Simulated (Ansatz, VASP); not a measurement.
Two plane-wave programs on C

```xyz
4
Lattice="-2.4647 0.0000 0.0000 0.0000 0.0000 -3.5720 0.0000 -4.2689 0.0000" Properties=species:S:1:pos:R:3 pbc="T T T"
C    -1.2323   -0.7595    0.0000
C     0.0000   -2.7739    0.0000
C     0.0000   -1.3750    0.0000
C    -1.2323   -3.6294    0.0000
```

Change from the starting cell: mode 8 frozen in at -0.060 Å and mode 12 at +0.012 Å (largest displacements).

Alike in both runs: task single point; functional PBE; dispersion D3(BJ); k mesh 18 × 12 × 10; occupations gaussian, width 0.15 eV; no spin polarisation.

|  | VASP | Ansatz |
| --- | --- | --- |
| version | VASP 6.6.1 | Ansatz 0.2.0 |
| potentials or method | VASP PAW PBE potentials, release 64 (C), cutoff 520 eV | scalar-relativistic, plane waves, PAW |
| valence electrons in the cell | 16 | 16 |

```tsv
	VASP	Ansatz	Ansatz less VASP
gap on the k mesh at the Fermi level (eV)	none	none	-
pressure (GPa)	3.2	2.8	-0.36
traceless stress, the component that is largest in VASP (GPa)	-3.28	-2.84	+0.440
rms of the force components (eV/Å)	2.754	2.755	+0.0011
```

Atom by atom the forces differ by 0.008 eV/Å (rms over components). A gap of «none» marks a metal or a gap that the smearing closes.
